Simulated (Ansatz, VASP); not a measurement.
## One calculation of Mn, two programs

```
Mn
1.0
    -1.36163    1.36163    1.36163
     1.36163   -1.36163    1.36163
     1.36163    1.36163   -1.36163
Mn
1
Direct
  0.00000 0.00000 0.00000
```

Alike in both runs: task single point; functional r2SCAN; k mesh 18 × 18 × 18; occupations fermi-dirac, width 0.1 eV; no spin polarisation.

```csv
,VASP,Ansatz
version,VASP 6.6.1,Ansatz 0.2.0
potentials or method,"VASP PAW PBE potentials, release 64 (Mn_pv), cutoff 520 eV","plane waves (500 eV) with PAW, scalar-relativistic"
valence electrons in the cell,13,15
```

VASP gave:

```
pressure (GPa) : 13.9
```

Task: What did Ansatz give for the same quantities?

Result: Pressure (GPa): 13.5.

VASP's potentials were made for PBE, not for r2SCAN. VASP's potentials hold 13 valence electrons a cell and Ansatz's 15, so a difference there can come from the potentials and not from the codes.
